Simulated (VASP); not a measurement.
Input of a VASP 6.6.1 run:

Contents of INCAR:

```
SYSTEM = Mg5Te
GGA      = PE             ! functional
ISMEAR   = 1              ! smearing method
SIGMA    = 0.1            ! smearing width, eV
LWAVE    = .FALSE.        ! write WAVECAR
LCHARG   = .FALSE.        ! write CHGCAR
ISIF     = 2              ! what is computed and relaxed
ISYM     = 0            
PREC     = Accurate       ! precision mode
LASPH    = .TRUE.         ! aspherical terms in the spheres
LREAL    = Auto         
ALGO     = Normal         ! electronic algorithm
EDIFF    = 1E-5           ! SCF threshold, eV
NELM     = 120            ! most SCF steps
GGA_COMPAT= .FALSE.      
ENCUT    = 230            ! plane-wave cutoff, eV
ROPT     = -0.00025 -0.00025
NSIM     = 4
```

KPOINTS

```
k-points
0
Gamma
  1 1 1
```

The input POSCAR:

```
Mg5Te
1.0
    5.5777240398      3.2203004758     10.5699837916
   -5.5777240398      3.2203004758     10.5699837916
    0.0000000000     -6.4406009518     10.5699837916
Te Mg
8 40
Direct
    0.2504200000      0.2451130000      0.2525380000
    0.2480860000      0.2500220000      0.7505980000
    0.2534630000      0.7454340000      0.2511220000
    0.2452950000      0.7507480000      0.7532950000
    0.7550300000      0.2494140000      0.2514160000
    0.7544040000      0.2506610000      0.7447210000
    0.7527270000      0.7480060000      0.2502950000
    0.7482920000      0.7463760000      0.7560370000
    0.4151840000      0.4129680000      0.4147040000
    0.4159020000      0.4128510000      0.9147510000
    0.4146960000      0.9167290000      0.4153450000
    0.4241200000      0.9091670000      0.9093300000
    0.9179600000      0.4084110000      0.4171240000
    0.9136810000      0.4170090000      0.9152790000
    0.9204360000      0.9117810000      0.4112110000
    0.9170370000      0.9120670000      0.9172070000
    0.0844820000      0.0900520000      0.0816990000
    0.0841050000      0.0822240000      0.5866030000
    0.0873280000      0.5873320000      0.0822210000
    0.0798980000      0.5847180000      0.5918020000
    0.5826560000      0.0812510000      0.0870250000
    0.5868110000      0.0827740000      0.5822880000
    0.5868510000      0.5851700000      0.0849350000
    0.5826140000      0.5874200000      0.5862770000
    0.0018170000      0.3305940000      0.1639390000
   -0.0037240000      0.3344260000      0.6674780000
   -0.0104940000      0.8339040000      0.1709050000
    0.0073950000      0.8350090000      0.6591320000
    0.4981050000      0.3343010000      0.1658220000
    0.4964080000      0.3367380000      0.6699970000
    0.5007920000      0.8301790000      0.1681910000
    0.4974790000      0.8378570000      0.6654910000
    0.1696540000     -0.0013580000      0.3350070000
    0.1662750000     -0.0033090000      0.8401210000
    0.1618810000      0.5030190000      0.3361300000
    0.1643730000      0.5006910000      0.8347460000
    0.6612670000      0.0065830000      0.3297860000
    0.6676060000      0.0017130000      0.8330810000
    0.6616540000      0.4971330000      0.3386270000
    0.6692630000      0.4988270000      0.8314360000
    0.3317440000      0.1653270000      0.0052080000
    0.3331950000      0.1633230000      0.5026750000
    0.3375520000      0.6648550000     -0.0041980000
    0.3323570000      0.6685910000      0.4960940000
    0.8332380000      0.1612500000      0.0047940000
    0.8365140000      0.1635610000      0.5018340000
    0.8381920000      0.6681040000     -0.0033000000
    0.8333700000      0.6665520000      0.5027920000
```

Potentials or basis: VASP PAW PBE potentials, release 64 (Te, Mg).

Command:

```bash
$ cat potpaw_PBE.64/Te/POTCAR potpaw_PBE.64/Mg/POTCAR > POTCAR
$ mpirun -np 8 vasp_std > vasp.out
```

(1) What does it give for the pressure?

(2) Predict the largest force.

## Answers

(1) -0.9 GPa.

(2) 0.294 eV/Å.

Caveat: the k points lie up to 0.68 Å⁻¹ apart; the cell differs from its parent crystal (atoms moved at random); the cutoff is under 1.25 times the usual one of these potentials, so pressure, stress and relaxed cells hold a basis-set (Pulay) error.
